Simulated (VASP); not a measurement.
# SrLi2SnSe4 (I-42m) in VASP: single point with r2SCAN

Aim: the single point of SrLi2SnSe4 with r2SCAN.

Everything below comes from runs of VASP 6.6.1. Logs are shortened: lines on timing, memory, paths and dates and some standing lists are left out, and cuts for length are marked.

## Step 1: The cell of the first run

It takes space group I-42m (No. 121, tetragonal). Conventional cell: a = 6.860 Å, b = 6.860 Å, c = 8.157 Å, α = 90.00°, β = 90.00°, γ = 90.00°. Sn (site symmetry -42m) has 4 Se at 2.44 Å within 3.2 Å. Within 4.2 Å of Sr (site symmetry -42m) lie 8 Se at 3.17 to 3.35 Å and 8 Li at 3.99 Å and 2 Sn at 4.08 Å. Within 3.4 Å of Li (site symmetry -4) lie 4 Se at 2.54 Å. Within 3.2 Å of Se (site symmetry m) lie 1 Sn at 2.44 Å and 2 Li at 2.54 Å and 1 Sr at 3.17 Å.

## Step 2: Single point, r2SCAN

POSCAR

```
SrLi2SnSe4
1.0
   -3.4299160000      3.4299160000      4.0784020000
    3.4299160000     -3.4299160000      4.0784020000
    3.4299160000      3.4299160000     -4.0784020000
Sn Sr Li Se
1 1 2 4
Direct
    0.0000000000      0.0000000000      0.0000000000
    0.5000000000      0.5000000000      0.0000000000
    0.2500000000      0.7500000000      0.5000000000
    0.7500000000      0.2500000000      0.5000000000
    0.0352600000      0.0352600000      0.4132000000
    0.9647400000      0.3779400000      0.0000000000
    0.6220600000      0.6220600000      0.5868000000
    0.3779400000      0.9647400000      0.0000000000
```

INCAR.step1

```
SYSTEM = SrLi2SnSe4
ALGO = Normal
EDIFF = 1E-4
ENCUT = 520
GGA = PE
ISMEAR = -1
LASPH = .TRUE.
LCHARG = .FALSE.
LREAL = .FALSE.
LWAVE = .TRUE.
NBANDS = 37
NELM = 60
PREC = Accurate
SIGMA = 0.0134
```

INCAR.step2

```
SYSTEM = SrLi2SnSe4
ALGO = Normal
EDIFF = 1E-6
ENCUT = 520
ISIF = 2
ISMEAR = -1
ISTART = 1
LASPH = .TRUE.
LCHARG = .FALSE.
LMIXTAU = .TRUE.
LREAL = .FALSE.
LWAVE = .FALSE.
METAGGA = R2SCAN
NBANDS = 37
NELM = 60
PREC = Accurate
SIGMA = 0.0134
```

KPOINTS

```
k-points
0
G
  5 5 5
  0 0 0
```

Potentials or basis: VASP PAW PBE potentials, release 64 (Sn_d, Sr_sv, Li_sv, Se).

The run is started by

```bash
> cat potpaw_PBE.64/Sn_d/POTCAR potpaw_PBE.64/Sr_sv/POTCAR potpaw_PBE.64/Li_sv/POTCAR potpaw_PBE.64/Se/POTCAR > POTCAR
> cp INCAR.step1 INCAR
> mpirun -np 1 vasp_std > vasp.out
> cp INCAR.step2 INCAR
> mpirun -np 1 vasp_std > vasp.out
```

OUTCAR:

```text
SYSTEM = SrLi2SnSe4
   EDIFF = 1E-6
   ENCUT = 520
   ISIF = 2
   ISMEAR = -1
   ISTART = 1
   LASPH = .TRUE.
   LREAL = .FALSE.
   METAGGA = R2SCAN
   NELM = 60
   PREC = Accurate

 ion  position               nearest neighbor table
   1  0.000  0.000  0.000-   5 2.44   6 2.44   7 2.44   8 2.44   2 4.08   2 4.08
   2  0.500  0.500  0.000-   7 3.17   6 3.17   8 3.17   5 3.17   5 3.35   7 3.35   8 3.35   6 3.35
                             1 4.08   1 4.08
   3  0.250  0.750  0.500-   5 2.54   7 2.54   8 2.54   6 2.54
   4  0.750  0.250  0.500-   5 2.54   6 2.54   7 2.54   8 2.54
   5  0.035  0.035  0.413-   1 2.44   3 2.54   4 2.54   2 3.17   2 3.35
   6  0.965  0.378  0.000-   1 2.44   3 2.54   4 2.54   2 3.17   2 3.35
   7  0.622  0.622  0.587-   1 2.44   3 2.54   4 2.54   2 3.17   2 3.35
   8  0.378  0.965  0.000-   1 2.44   4 2.54   3 2.54   2 3.17   2 3.35

  LATTYP: Found a body centered tetragonal cell.
 ALAT       =     6.8598320000
 C/A-ratio  =     1.1890676040

  Lattice vectors:

 A1 = (  -3.4299160000,   3.4299160000,   4.0784020000)
 A2 = (   3.4299160000,  -3.4299160000,   4.0784020000)
 A3 = (   3.4299160000,   3.4299160000,  -4.0784020000)

Analysis of symmetry for initial positions (statically):
=====================================================================
 Subroutine PRICEL returns:
 Original cell was already a primitive cell.

 Routine SETGRP: Setting up the symmetry group for a
 body centered tetragonal supercell.

 Subroutine GETGRP returns: Found  8 space group operations
 (whereof  8 operations were pure point group operations)
 out of a pool of 16 trial point group operations.

The static configuration has the point symmetry D_2d.

Analysis of symmetry for dynamics (positions and initial velocities):
=====================================================================
 Subroutine PRICEL returns:
 Original cell was already a primitive cell.

 Routine SETGRP: Setting up the symmetry group for a
 body centered tetragonal supercell.

 Subroutine GETGRP returns: Found  8 space group operations
 (whereof  8 operations were pure point group operations)
 out of a pool of 16 trial point group operations.

The dynamic configuration has the point symmetry D_2d.

 Subroutine INISYM returns: Found  8 space group operations
 (whereof  8 operations are pure point group operations),
 and found     1 'primitive' translations

[... 101 lines left out ...]
   EDIFFG = 0.1E-04   stopping-criterion for IOM
   NSW    =      0    number of steps for IOM
   IBRION =     -1    ionic relax: 0-MD 1-quasi-New 2-CG
   NFREE  =      0    steps in history (QN), initial steepest desc. (CG)
   ISIF   =      2    stress and relaxation
   ISYM   =      2    0-nonsym 1-usesym 2-fastsym
   POTIM  = 0.5000    time-step for ionic-motion
   TEBEG  =    0.0;   TEEND  =   0.0 temperature during run
   PSTRESS=    0.0 pullay stress
   NELECT =      54.0000    total number of electrons
   NUPDOWN=      -1.0000    fix difference up-down
   EMIN   =  10.00;   EMAX   =-10.00  energy-range for DOS
   EFERMI =   0.00;   METHOD = LEGACY
   ISMEAR =    -1;   SIGMA  =   0.01  broadening in eV -4-tet -1-fermi 0-gaus
   EFERMI_NEDOS =   21; number of points for ismear=-14 and -15
   IALGO  =     38    algorithm
   IMIX   =      4    mixing-type and parameters
     AMIX     =   0.40;   BMIX     =  1.00
     AMIX_MAG =   1.60;   BMIX_MAG =  1.00
  volume/ion in A,a.u.               =      23.99       161.89
  Fermi-wavevector in a.u.,A,eV,Ry     =   1.072755  2.027212 15.657620  1.150803
  Thomas-Fermi vector in A             =   2.208534
   LORBIT       =      0    0 simple, 1 ext, 2 COOP (PROOUT), +10 PAW based schemes
   METAGGA = R2SCAN    functional components
   LHFCALC =     F    Hartree Fock is set to
   AEXX    =    0.0000 exact exchange contribution
   IVDW    =     0    specifies the selected vdW correction
   LEPSILON=     F    determine dielectric tensor
   LRPA    =     F    only Hartree local field effects (RPA)
 non-spin polarized calculation
  energy-cutoff  :      520.00
  volume of cell :      191.92
 maximum number of plane-waves:      5187
   NGX = 23   NGY = 23   NGZ = 23

 number of electron      53.9999982 magnetization

 Free energy of the ion-electron system (eV)
  ---------------------------------------------------
  ext. energy  EPLUGINS =         0.00000000
  ---------------------------------------------------
  free energy    TOTEN  =      -112.28565252 eV

  energy without entropy =     -112.28565252  energy(sigma->0) =     -112.28565252

 E-fermi :   2.8234     XC(G=0):  -9.3326

 val. band max:        2.4734338222   @ k =  -0.4000  -0.4000   0.4000
 cond. band min:       5.1741503387   @ k =  -0.4000  -0.4000   0.4000
 fundamental gap:      2.7007165165
 Fermi energy:         2.8234336937

 k-point     1 :       0.0000    0.0000    0.0000
  band No.  band energies     occupation
      1     -44.0150      2.00000
      2     -44.0148      2.00000
      3     -33.2985      2.00000
      4     -19.3819      2.00000
      5     -19.3818      2.00000
      6     -19.3717      2.00000
[... 709 lines left out ...]
     36       9.1377      0.00000
     37       9.3813      0.00000

------------------------ aborting loop because EDIFF is reached ----------------------------------------

  FORCE on cell =-STRESS in cart. coord.  units (eV):
  Direction    XX          YY          ZZ          XY          YZ          ZX
  --------------------------------------------------------------------------------------
  -------------------------------------------------------------------------------------
  Total        5.7979867      5.7979867      4.7814594      0.0000000      0.0000000      0.0000000
  in kB       48.4028360     48.4028360     39.9166477      0.0000000      0.0000000      0.0000000
  external PRESSURE =      45.5741066 kB  Pullay stress =       0.0000000 kB

 VOLUME and BASIS-vectors are now :
 -----------------------------------------------------------------------------
  energy-cutoff  :      520.00
  volume of cell :      191.92
      direct lattice vectors                 reciprocal lattice vectors
    -3.429916000  3.429916000  4.078402000     0.000000000  0.145776165  0.122597037
     3.429916000 -3.429916000  4.078402000     0.145776165  0.000000000  0.122597037
     3.429916000  3.429916000 -4.078402000     0.145776165  0.145776165  0.000000000

 POSITION                                       TOTAL-FORCE (eV/Angst)
 -----------------------------------------------------------------------------------
      0.00000      0.00000      0.00000        -0.000000      0.000000     -0.000000
      0.00000      0.00000      4.07840         0.000000      0.000000     -0.000000
      3.42992      0.00000      2.03920         0.000000      0.000000     -0.000000
      0.00000      3.42992      2.03920         0.000000      0.000000     -0.000000
      1.41724      1.41724     -1.39759         0.519777      0.519777     -0.490307
     -2.01267      2.01267      5.47599         0.519777     -0.519777      0.490307
      2.01267      2.01267      2.68082        -0.519777     -0.519777     -0.490307
      2.01267     -2.01267      5.47599        -0.519777      0.519777      0.490307
 -----------------------------------------------------------------------------------
    total drift:                               -0.000115     -0.000115     -0.000108

  FREE ENERGIE OF THE ION-ELECTRON SYSTEM (eV)
  ---------------------------------------------------
  free  energy   TOTEN  =      -112.2856525250 eV

  energy  without entropy=     -112.2856525250  energy(sigma->0) =     -112.28565252
```

OUTCAR.step1:

```text
SYSTEM = SrLi2SnSe4
   EDIFF = 1E-4
   ENCUT = 520
   GGA = PE
   ISMEAR = -1
   LASPH = .TRUE.
[... 956 lines left out ...]
     -2.01267      2.01267      5.47599         0.660876     -0.660876      0.655512
      2.01267      2.01267      2.68082        -0.660876     -0.660876     -0.655512
      2.01267     -2.01267      5.47599        -0.660876      0.660876      0.655512
 -----------------------------------------------------------------------------------
    total drift:                                0.000001      0.000001      0.000001

  FREE ENERGIE OF THE ION-ELECTRON SYSTEM (eV)
  ---------------------------------------------------
  free  energy   TOTEN  =       -32.1213863344 eV

  energy  without entropy=      -32.1213863344  energy(sigma->0) =      -32.12138633
```

Run time: 17 min. Hardware: 1 thread of Oxide Virtual Turin-like, shared host; peak memory 0.42 GiB.

What came out:

```yaml
Free_energy: -112.2857 eV
Largest_force: 0.884 eV/Å
Band_gap_on_the_k_mesh: 2.70 eV, direct
```

Forces in eV/Å, atoms in the order of the input:
```
Sn   0.000  0.000  0.000
Sr   0.000  0.000  0.000
Li   0.000  0.000  0.000
Li   0.000  0.000  0.000
Se   0.520  0.520 -0.490
Se   0.520 -0.520  0.490
Se  -0.520 -0.520 -0.490
Se  -0.520  0.520  0.490
```

Levels at points of the mesh, in eV from the valence-band top:
```tsv
k point	band 24	band 25	band 26	band 27	band 28	band 29	band 30	band 31
(0.00, 0.00, 0.00)	-1.07	-0.49	-0.36	-0.36	2.95	4.02	4.88	5.10
```

Caveat: the cutoff is under 1.25 times the usual one of these potentials, so pressure, stress and relaxed cells hold a basis-set (Pulay) error; the PAW data sets were made with another functional, which shifts forces and pressure a little; spin-orbit coupling is left out, which moves the levels of the heavy elements. A k mesh can miss the band edges.
